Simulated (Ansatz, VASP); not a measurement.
## One calculation of LaScCl6, two programs

```xyz
8
Lattice="0.0000 5.0443 5.0443 5.0443 0.0000 5.0443 5.0443 5.0443 0.0000" Properties=species:S:1:pos:R:3 pbc="T T T"
La    0.0000    0.0000    0.0000
Sc    5.0443    5.0443    5.0443
Cl    7.6242    5.0443    5.0443
Cl    2.4645    5.0443    5.0443
Cl    5.0443    7.6242    5.0443
Cl    5.0443    2.4645    5.0443
Cl    5.0443    5.0443    7.6242
Cl    5.0443    5.0443    2.4645
```

Alike in both runs: task single point; functional PBE; k mesh 4 × 4 × 4; occupations gaussian, width 0.1 eV; no spin polarisation.

|  | VASP | Ansatz |
| --- | --- | --- |
| version | VASP 6.6.1 | Ansatz 0.2.0 |
| potentials or method | VASP PAW PBE potentials, release 64 (La, Sc_sv, Cl), cutoff 520 eV | scalar-relativistic, plane waves, PAW |
| valence electrons in the cell | 64 | 64 |

Ansatz gave:

```
gap on the k mesh at the Fermi level (eV) : 3.03
least direct gap on the mesh (eV)         : 3.03
pressure (GPa)                            : 9.5
rms of the force components (eV/Å)        : 2.022
```

Q: What did VASP give for the same quantities?

A: gap on the k mesh at the Fermi level (eV): 3.04; least direct gap on the mesh (eV): 3.04; pressure (GPa): 9.4; rms of the force components (eV/Å): 2.001.

Atom by atom the forces differ by 0.021 eV/Å (rms over components).

Neither program's run includes spin-orbit coupling.
